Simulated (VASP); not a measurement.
# TaN in VASP: further runs

TaN is run at these levels: LDA; tasks: single point.

All numbers are computed with VASP 6.6.1; they aren't measurements. Logs are shortened: lines on timing, memory, paths and dates and some standing lists are left out, and cuts for length are marked.

## (1) The cell of the first run

It takes space group I4mm (No. 107, tetragonal). The conventional cell has a = 3.126 Å, b = 3.126 Å, c = 4.420 Å, α = 90.00°, β = 90.00°, γ = 90.00°. Within 2.8 Å of Ta (site symmetry 4mm) lie 6 N at 2.14 to 2.28 Å. Within 2.8 Å of N (site symmetry 4mm) lie 6 Ta at 2.14 to 2.28 Å.

## (2) Single point, LDA

INCAR reads:

```
ALGO = Normal ; EDIFF = 1E-6
ENCUT = 600 ; GGA = CA
GGA_COMPAT = False ; ISIF = 2
ISMEAR = 0 ; LASPH = True
LCHARG = False ; LREAL = False
LWAVE = False ; NBANDS = 16
NELM = 120 ; PREC = Accurate
SIGMA = 0.15
```

KPOINTS reads:

```
k-points
0
Gamma
  18 18 18
```

POSCAR reads:

```
TaN
1.0
    0.0000000000      2.2101387059      2.2101387059
    2.2101387059      0.0000000000      2.2101387059
    2.2101387059      2.2101387059      0.0000000000
Ta N
1 1
Direct
    0.4989139126      0.5010860874      0.5010860874
    0.0140304995     -0.0140304995     -0.0140304995
```

Potentials or basis: VASP PAW LDA potentials, release 64 (Ta_sv_GW, N).

Command:

```console
cat potpaw_LDA.64/Ta_sv_GW/POTCAR potpaw_LDA.64/N/POTCAR > POTCAR
mpirun -np 1 vasp_std > vasp.out
```

OUTCAR:

```text
EDIFF = 1E-6
   ENCUT = 600
   GGA = CA
   ISIF = 2
   ISMEAR = 0
   LASPH = True
   LREAL = False
   NELM = 120
   PREC = Accurate

 ion  position               nearest neighbor table
   1  0.499  0.501  0.501-   2 2.14   2 2.21   2 2.21   2 2.21   2 2.21   2 2.28
   2  0.014  0.986  0.986-   1 2.14   1 2.21   1 2.21   1 2.21   1 2.21   1 2.28

  LATTYP: Found a face centered cubic cell.
 ALAT       =     4.4202774118

  Lattice vectors:

 A1 = (   0.0000000000,   2.2101387059,   2.2101387059)
 A2 = (   2.2101387059,   0.0000000000,   2.2101387059)
 A3 = (   2.2101387059,   2.2101387059,   0.0000000000)

Analysis of symmetry for initial positions (statically):
=====================================================================
 Subroutine PRICEL returns:
 Original cell was already a primitive cell.

 Routine SETGRP: Setting up the symmetry group for a
 face centered cubic supercell.

 Subroutine GETGRP returns: Found  8 space group operations
 (whereof  8 operations were pure point group operations)
 out of a pool of 48 trial point group operations.

The static configuration has the point symmetry C_4v.

Analysis of symmetry for dynamics (positions and initial velocities):
=====================================================================
 Subroutine PRICEL returns:
 Original cell was already a primitive cell.

 Routine SETGRP: Setting up the symmetry group for a
 face centered cubic supercell.

 Subroutine GETGRP returns: Found  8 space group operations
 (whereof  8 operations were pure point group operations)
 out of a pool of 48 trial point group operations.

The dynamic configuration has the point symmetry C_4v.

 Subroutine INISYM returns: Found  8 space group operations
 (whereof  8 operations are pure point group operations),
 and found     1 'primitive' translations

----------------------------------------------------------------------------------------

                                     Primitive cell

  volume of cell :      21.5918

  direct lattice vectors                    reciprocal lattice vectors
     0.000000000  2.210138706  2.210138706    -0.226230145  0.226230145  0.226230145
     2.210138706  0.000000000  2.210138706     0.226230145 -0.226230145  0.226230145
     2.210138706  2.210138706  0.000000000     0.226230145  0.226230145 -0.226230145

  length of vectors
     3.125608133  3.125608133  3.125608133     0.391842105  0.391842105  0.391842105

[... 73 lines left out ...]
   ICHARG =      2    charge: 1-file 2-atom 10-const
   ISPIN  =      1    spin polarized calculation?
   LNONCOLLINEAR =      F non collinear calculations
   LSORBIT =      F    spin-orbit coupling
   LASPH  =      T    aspherical Exc in radial PAW
   ENCUT  =  600.0 eV  44.10 Ry    6.64 a.u.   6.24  6.24  6.24*2*pi/ulx,y,z
   NELM   =    120;   NELMIN=  2; NELMDL= -5     # of ELM steps
   EDIFF  = 0.1E-05   stopping-criterion for ELM
   LREAL  =      F    real-space projection
   EDIFFG = 0.1E-04   stopping-criterion for IOM
   NSW    =      0    number of steps for IOM
   IBRION =     -1    ionic relax: 0-MD 1-quasi-New 2-CG
   NFREE  =      0    steps in history (QN), initial steepest desc. (CG)
   ISIF   =      2    stress and relaxation
   ISYM   =      2    0-nonsym 1-usesym 2-fastsym
   POTIM  = 0.5000    time-step for ionic-motion
   TEBEG  =    0.0;   TEEND  =   0.0 temperature during run
   PSTRESS=    0.0 pullay stress
   NELECT =      18.0000    total number of electrons
   NUPDOWN=      -1.0000    fix difference up-down
   EMIN   =  10.00;   EMAX   =-10.00  energy-range for DOS
   EFERMI =   0.00;   METHOD = LEGACY
   ISMEAR =     0;   SIGMA  =   0.15  broadening in eV -4-tet -1-fermi 0-gaus
   EFERMI_NEDOS =   21; number of points for ismear=-14 and -15
   IALGO  =     38    algorithm
   IMIX   =      4    mixing-type and parameters
     AMIX     =   0.40;   BMIX     =  1.00
     AMIX_MAG =   1.60;   BMIX_MAG =  1.00
  volume/ion in A,a.u.               =      10.80        72.85
  Fermi-wavevector in a.u.,A,eV,Ry     =   1.540764  2.911622 32.299603  2.373954
  Thomas-Fermi vector in A             =   2.646805
   LORBIT       =      0    0 simple, 1 ext, 2 COOP (PROOUT), +10 PAW based schemes
   GGA     = CA    functional components
   LHFCALC =     F    Hartree Fock is set to
   AEXX    =    0.0000 exact exchange contribution
   IVDW    =     0    specifies the selected vdW correction
   LEPSILON=     F    determine dielectric tensor
   LRPA    =     F    only Hartree local field effects (RPA)
 non-spin polarized calculation
 Gauss-broadening in eV      SIGMA  =   0.15
  energy-cutoff  :      600.00
  volume of cell :       21.59
 maximum number of plane-waves:       745
 NGX is ok and might be reduce to    28
   NGX = 13   NGY = 13   NGZ = 13

 number of electron      18.0000000 magnetization

 Free energy of the ion-electron system (eV)
  ---------------------------------------------------
  ext. energy  EPLUGINS =         0.00000000
  ---------------------------------------------------
  free energy    TOTEN  =       -26.61190295 eV

  energy without entropy =      -26.60212326  energy(sigma->0) =      -26.60701310

 E-fermi :  13.2383     XC(G=0): -13.9714

 val. band max:       13.2374923192   @ k =   0.0000   0.3889   0.0556
 cond. band min:      13.2406873386   @ k =   0.0556  -0.3333   0.1667
 fundamental gap:      0.0031950194
 Fermi energy:        13.2383292140

 k-point     1 :       0.0000    0.0000    0.0000
  band No.  band energies     occupation
      1     -55.8893      2.00000
      2     -22.3202      2.00000
      3     -22.3170      2.00000
      4     -22.3170      2.00000
      5      -5.2170      2.00000
      6       9.3973      2.00000
[... 433 lines left out ...]
      3     -22.4004      2.00000
      4     -22.3926      2.00000
      5      -2.8462      2.00000
      6       3.9487      2.00000
[... 8 lines left out ...]
     15      24.6721      0.00000
     16      26.8222      0.00000

 [... further k-points ...]
[... 5 lines left out ...]
  --------------------------------------------------------------------------------------
  -------------------------------------------------------------------------------------
  Total       -1.8346619     -2.1073302     -2.1073302     -0.0000000      0.0000000      0.0000000
  in kB     -136.1375807   -156.3704110   -156.3704110     -0.0000000      0.0000000      0.0000000
  external PRESSURE =    -149.6261342 kB  Pullay stress =       0.0000000 kB

 VOLUME and BASIS-vectors are now :
 -----------------------------------------------------------------------------
  energy-cutoff  :      600.00
  volume of cell :       21.59
      direct lattice vectors                 reciprocal lattice vectors
     0.000000000  2.210138706  2.210138706    -0.226230145  0.226230145  0.226230145
     2.210138706  0.000000000  2.210138706     0.226230145 -0.226230145  0.226230145
     2.210138706  2.210138706  0.000000000     0.226230145  0.226230145 -0.226230145

 POSITION                                       TOTAL-FORCE (eV/Angst)
 -----------------------------------------------------------------------------------
      2.21494      2.21014      2.21014        -0.440688      0.000000      0.000000
      4.35826      2.21014      2.21014         0.440688      0.000000      0.000000
 -----------------------------------------------------------------------------------
    total drift:                               -0.000049      0.000000      0.000000

  FREE ENERGIE OF THE ION-ELECTRON SYSTEM (eV)
  ---------------------------------------------------
  free  energy   TOTEN  =       -26.6119029467 eV

  energy  without entropy=      -26.6021232583  energy(sigma->0) =      -26.60701310
```

OSZICAR:

```text
N       E                     dE             d eps       ncg     rms          rms(c)
DAV:   1     0.109694594151E+03    0.10969E+03   -0.12142E+04 15464   0.127E+03
DAV:   2    -0.256137346638E+02   -0.13531E+03   -0.13064E+03 22216   0.315E+02
DAV:   3    -0.307103573858E+02   -0.50966E+01   -0.50898E+01 18184   0.550E+01
DAV:   4    -0.308433718532E+02   -0.13301E+00   -0.13301E+00 21784   0.619E+00
DAV:   5    -0.308471367055E+02   -0.37649E-02   -0.37648E-02 18488   0.751E-01    0.443E+01
DAV:   6    -0.268423998657E+02    0.40047E+01   -0.92589E+00 16376   0.252E+01    0.481E+01
DAV:   7    -0.266847208554E+02    0.15768E+00   -0.44615E-01 17576   0.515E+00    0.255E+01
DAV:   8    -0.266136264605E+02    0.71094E-01   -0.19219E-01 17952   0.324E+00    0.297E+00
DAV:   9    -0.266121995424E+02    0.14269E-02   -0.41411E-03 19256   0.595E-01    0.300E-01
DAV:  10    -0.266119222482E+02    0.27729E-03   -0.19420E-03 16136   0.405E-01    0.166E-01
DAV:  11    -0.266119403256E+02   -0.18077E-04   -0.22975E-04 17736   0.127E-01    0.654E-02
DAV:  12    -0.266119026167E+02    0.37709E-04   -0.72348E-05 16816   0.656E-02    0.173E-02
DAV:  13    -0.266119029467E+02   -0.33005E-06   -0.33549E-06 17800   0.149E-02
   1 F= -.26611903E+02 E0= -.26607013E+02  d E =-.977969E-02
```

stdout:

```text
POSCAR found type information on POSCAR TaN
 POSCAR found :  2 types and       2 ions
 scaLAPACK will be used
 LDA part: xc-table for (Slater(with rela. corr.)+CA(PZ))
 , standard interpolation
 POSCAR, INCAR and KPOINTS ok, starting setup
 FFT: planning ... GRIDC
 FFT: planning ... GRID_SOFT
 FFT: planning ... GRID
 WAVECAR not read
 entering main loop
```

It took 2 min on 1 thread of Intel Xeon Platinum 8488C (Sapphire Rapids), shared host; peak memory 0.35 GiB.

What came out:

```yaml
Free_energy: -26.6119 eV
Pressure: -15.0 GPa
Largest_force: 0.441 eV/Å
Band_gap_on_the_k_mesh: zero (band 9 reaches 15.06 eV, above the bottom of band 10 at 11.30 eV)
```

Forces in eV/Å, atoms in the order of the input:
```
Ta  -0.441  0.000  0.000
N    0.441  0.000  0.000
```

Caveat: spin-orbit coupling is left out, which moves the levels of the heavy elements.

## (3) Single point, LDA

This run uses another cell than the first one, of 9.77 Å³/atom, 0.905 times its volume.

INCAR reads:

```
  ALGO = Normal
  EDIFF = 1E-6
  ENCUT = 600
  GGA = CA
  GGA_COMPAT = False
  ISIF = 2
  ISMEAR = 0
  LASPH = True
  LCHARG = False
  LREAL = False
  LWAVE = False
  NBANDS = 16
  NELM = 120
  PREC = Accurate
  SIGMA = 0.15
```

KPOINTS is that of step 2.

POSCAR reads:

```
TaN
1.0
    0.0000000000      2.1375325951      2.1375325951
    2.1375325951      0.0000000000      2.1375325951
    2.1375325951      2.1375325951      0.0000000000
Ta N
1 1
Direct
    0.5000000000      0.5000000000      0.5000000000
    0.0000000000      0.0000000000      0.0000000000
```

Potentials or basis: VASP PAW LDA potentials, release 64 (Ta_sv_GW, N).

Command:

```console
cat potpaw_LDA.64/Ta_sv_GW/POTCAR potpaw_LDA.64/N/POTCAR > POTCAR
mpirun -np 1 vasp_std > vasp.out
```

It took 23 s on 1 thread of Intel Xeon 6975P-C (Granite Rapids), shared host; peak memory 0.2 GiB.

It converged, with:

* Free energy: -26.5980 eV
* Pressure: 23.0 GPa
* Band gap on the k mesh: zero (band 9 reaches 17.01 eV, above the bottom of band 10 at 12.47 eV)

Levels at points of the mesh, in eV from the Fermi level:
| k point | band 6 | band 7 | band 8 | band 9 | band 10 | band 11 | band 12 | band 13 |
| --- | --- | --- | --- | --- | --- | --- | --- | --- |
| (0.00, 0.00, 0.00) | -4.01 | -4.01 | -4.01 | -2.39 | -2.39 | -2.39 | 0.02 | 0.02 |
| (0.50, 0.00, 0.00) | -11.04 | -8.21 | -8.21 | 2.15 | 2.15 | 2.26 | 4.19 | 8.44 |
| (0.50, 0.50, 0.00) | -6.67 | -6.08 | -4.75 | -4.75 | 2.34 | 4.04 | 4.04 | 5.58 |

Caveat: spin-orbit coupling is left out, which moves the levels of the heavy elements.

## (4) Single point, LDA

This run uses another cell than the first one, of 10.27 Å³/atom, 0.952 times its volume.

INCAR reads:

```
PREC = Accurate
ENCUT = 600
EDIFF = 1E-6
ISMEAR = 0
SIGMA = 0.15
LREAL = F
LASPH = T
NELM = 120
ALGO = Normal
ISIF = 2
LWAVE = F
LCHARG = F
GGA = CA
NBANDS = 16
GGA_COMPAT = F
```

KPOINTS reads:

```
Automatic mesh
0
Gamma
  18 18 18
```

POSCAR reads:

```
TaN
1.0
    0.0000000000      2.1738356505      2.1738356505
    2.1738356505      0.0000000000      2.1738356505
    2.1738356505      2.1738356505      0.0000000000
Ta N
1 1
Direct
    0.4989139126      0.5010860874      0.5010860874
    0.0140304995     -0.0140304995     -0.0140304995
```

Potentials or basis: VASP PAW LDA potentials, release 64 (Ta_sv_GW, N).

Command:

```console
cat potpaw_LDA.64/Ta_sv_GW/POTCAR potpaw_LDA.64/N/POTCAR > POTCAR
mpirun -np 1 vasp_std > vasp.out
```

OUTCAR:

```text
PREC = Accurate
   ENCUT = 600
   EDIFF = 1E-6
   ISMEAR = 0
   LREAL = F
   LASPH = T
   NELM = 120
   ISIF = 2
   GGA = CA

 ion  position               nearest neighbor table
   1  0.499  0.501  0.501-   2 2.11   2 2.17   2 2.17   2 2.17   2 2.17   2 2.24
   2  0.014  0.986  0.986-   1 2.11   1 2.17   1 2.17   1 2.17   1 2.17   1 2.24

  LATTYP: Found a face centered cubic cell.
 ALAT       =     4.3476713010

  Lattice vectors:

 A1 = (   0.0000000000,   2.1738356505,   2.1738356505)
 A2 = (   2.1738356505,   0.0000000000,   2.1738356505)
 A3 = (   2.1738356505,   2.1738356505,   0.0000000000)

Analysis of symmetry for initial positions (statically):
=====================================================================
 Subroutine PRICEL returns:
 Original cell was already a primitive cell.

 Routine SETGRP: Setting up the symmetry group for a
 face centered cubic supercell.

 Subroutine GETGRP returns: Found  8 space group operations
 (whereof  8 operations were pure point group operations)
 out of a pool of 48 trial point group operations.

The static configuration has the point symmetry C_4v.

Analysis of symmetry for dynamics (positions and initial velocities):
=====================================================================
 Subroutine PRICEL returns:
 Original cell was already a primitive cell.

 Routine SETGRP: Setting up the symmetry group for a
 face centered cubic supercell.

 Subroutine GETGRP returns: Found  8 space group operations
 (whereof  8 operations were pure point group operations)
 out of a pool of 48 trial point group operations.

The dynamic configuration has the point symmetry C_4v.

 Subroutine INISYM returns: Found  8 space group operations
 (whereof  8 operations are pure point group operations),
 and found     1 'primitive' translations

----------------------------------------------------------------------------------------

[... 106 lines left out ...]
   EFERMI =   0.00;   METHOD = LEGACY
   ISMEAR =     0;   SIGMA  =   0.15  broadening in eV -4-tet -1-fermi 0-gaus
   EFERMI_NEDOS =   21; number of points for ismear=-14 and -15
   IALGO  =     38    algorithm
   IMIX   =      4    mixing-type and parameters
     AMIX     =   0.40;   BMIX     =  1.00
     AMIX_MAG =   1.60;   BMIX_MAG =  1.00
  volume/ion in A,a.u.               =      10.27        69.32
  Fermi-wavevector in a.u.,A,eV,Ry     =   1.566495  2.960246 33.387418  2.453906
  Thomas-Fermi vector in A             =   2.668814
   LORBIT       =      0    0 simple, 1 ext, 2 COOP (PROOUT), +10 PAW based schemes
   GGA     = CA    functional components
   LHFCALC =     F    Hartree Fock is set to
   AEXX    =    0.0000 exact exchange contribution
   IVDW    =     0    specifies the selected vdW correction
   LEPSILON=     F    determine dielectric tensor
   LRPA    =     F    only Hartree local field effects (RPA)
 non-spin polarized calculation
 Gauss-broadening in eV      SIGMA  =   0.15
  energy-cutoff  :      600.00
  volume of cell :       20.55
 maximum number of plane-waves:       701
 NGX is ok and might be reduce to    28
   NGX = 13   NGY = 13   NGZ = 13

 number of electron      18.0000000 magnetization

 Free energy of the ion-electron system (eV)
  ---------------------------------------------------
  ext. energy  EPLUGINS =         0.00000000
  ---------------------------------------------------
  free energy    TOTEN  =       -26.65442557 eV

  energy without entropy =      -26.64527437  energy(sigma->0) =      -26.64984997

 E-fermi :  14.0211     XC(G=0): -14.2607

 val. band max:       14.0152644554   @ k =   0.0000   0.2778   0.0556
 cond. band min:      14.0230067113   @ k =   0.0000   0.3889   0.0556
 fundamental gap:      0.0077422559
 Fermi energy:        14.0210714508

 k-point     1 :       0.0000    0.0000    0.0000
  band No.  band energies     occupation
      1     -55.0316      2.00000
      2     -21.4487      2.00000
      3     -21.4441      2.00000
      4     -21.4441      2.00000
      5      -4.8425      2.00000
      6      10.0243      2.00000
[... 433 lines left out ...]
      3     -21.5421      2.00000
      4     -21.5330      2.00000
      5      -2.2442      2.00000
      6       4.3785      2.00000
[... 8 lines left out ...]
     15      26.1110      0.00000
     16      28.0257      0.00000

 [... further k-points ...]
[... 5 lines left out ...]
  --------------------------------------------------------------------------------------
  -------------------------------------------------------------------------------------
  Total        0.4854223      0.1754764      0.1754764      0.0000000      0.0000000      0.0000000
  in kB       37.8547348     13.6841909     13.6841909      0.0000000      0.0000000      0.0000000
  external PRESSURE =      21.7410388 kB  Pullay stress =       0.0000000 kB

 VOLUME and BASIS-vectors are now :
 -----------------------------------------------------------------------------
  energy-cutoff  :      600.00
  volume of cell :       20.55
      direct lattice vectors                 reciprocal lattice vectors
     0.000000000  2.173835651  2.173835651    -0.230008188  0.230008188  0.230008188
     2.173835651  0.000000000  2.173835651     0.230008188 -0.230008188  0.230008188
     2.173835651  2.173835651  0.000000000     0.230008188  0.230008188 -0.230008188

 POSITION                                       TOTAL-FORCE (eV/Angst)
 -----------------------------------------------------------------------------------
      2.17856      2.17384      2.17384        -0.599415      0.000000      0.000000
      4.28667      2.17384      2.17384         0.599415      0.000000      0.000000
 -----------------------------------------------------------------------------------
    total drift:                                0.000003      0.000000      0.000000

  FREE ENERGIE OF THE ION-ELECTRON SYSTEM (eV)
  ---------------------------------------------------
  free  energy   TOTEN  =       -26.6544255722 eV

  energy  without entropy=      -26.6452743667  energy(sigma->0) =      -26.64984997
```

It took 2.3 min on 1 thread of AMD EPYC 9R45 (Zen 5), shared host; peak memory 0.3 GiB.

What came out:

* Free energy: -26.6544 eV
* Pressure: 2.2 GPa
* Largest force: 0.599 eV/Å
* Band gap on the k mesh: zero (band 9 reaches 15.99 eV, above the bottom of band 10 at 11.95 eV)

Forces in eV/Å, atoms in the order of the input:
```
Ta  -0.599  0.000  0.000
N    0.599  0.000  0.000
```

Stress tensor (GPa, compression positive):
```
3.79 0.00 0.00
0.00 1.37 0.00
0.00 0.00 1.37
```

Caveat: spin-orbit coupling is left out, which moves the levels of the heavy elements.

(Part 1 of 3 ends here.)
